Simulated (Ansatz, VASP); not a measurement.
**Two plane-wave programs on Ta4O**

Contents of INCAR:

```
  ALGO = Normal
  EDIFF = 1E-7
  ENCUT = 520
  GGA = PE
  ISIF = 2
  ISMEAR = 0
  LASPH = True
  LCHARG = False
  LREAL = False
  LWAVE = False
  NBANDS = 33
  NELM = 60
  PREC = Accurate
  SIGMA = 0.15
```

KPOINTS

```
k-points
0
Gamma
  14 14 8
```

POSCAR

```
Ta4O
1.0
    3.2547070451      0.0000000000      0.0000000000
    0.0000000000      3.2547070451      0.0000000000
    0.0000000000      0.0000000000      6.6558479944
Ta O
4 1
Direct
    0.0000000000      0.0000000000      0.5000000000
    0.5000000000      0.5000000000      0.7829127297
    0.5000000000      0.5000000000      0.2170872703
    0.0000000000      0.0000000000      0.0000000000
    0.5000000000      0.5000000000      0.5000000000
```

Input for Ansatz:

```yaml
crystal:
  lattice:
    - [3.2547070451, 0.0, 0.0]
    - [0.0, 3.2547070451, 0.0]
    - [0.0, 0.0, 6.6558479944]
  atoms:
    - { symbol: Ta, position: [0.0, 0.0, 0.5] }
    - { symbol: Ta, position: [0.5, 0.5, 0.7829127297] }
    - { symbol: Ta, position: [0.5, 0.5, 0.2170872703] }
    - { symbol: Ta, position: [0.0, 0.0, 0.0] }
    - { symbol: O, position: [0.5, 0.5, 0.5] }
basis:
  ecutwfc: 420
kpoints:
  mp_grid: { grid: [14, 14, 8] }
hamiltonian:
  xc: pbe
scf:
  occupations: { method: gaussian, width: 0.15 }
output:
  forces: true
  stress: true
  eigenvalues: true
```

Change from the starting cell: strain -0.1000 x Voigt [0, 0, 1, 0, 0, 0], atoms carried along.

Alike in both runs: task single point; functional PBE; k mesh 14 × 14 × 8; occupations gaussian, width 0.15 eV; no spin polarisation.

|  | VASP | Ansatz |
| --- | --- | --- |
| version | VASP 6.6.1 | Ansatz 0.2.0 |
| potentials or method | VASP PAW PBE potentials, release 64 (Ta_pv, O), cutoff 520 eV | scalar-relativistic, plane waves, PAW |
| valence electrons in the cell | 50 | 58 |

Ansatz gave:

* gap on the k mesh at the Fermi level (eV): none
* pressure (GPa): 37.6
* traceless stress, the component that is largest in VASP (GPa): 32.24
* rms of the force components (eV/Å): 0.977

Estimate VASP's values.

gap on the k mesh at the Fermi level (eV): none; pressure (GPa): 38.3; traceless stress, the component that is largest in VASP (GPa): 32.74; rms of the force components (eV/Å): 1.014.

Atom by atom the forces differ by 0.037 eV/Å (rms over components). A gap of «none» marks a metal or a gap that the smearing closes. Both programs put the cell under a high pressure, so it lies far from rest at this level. VASP's potentials hold 50 valence electrons a cell and Ansatz's 58, so a difference there can come from the potentials and not from the codes.

Spin-orbit coupling is off throughout.
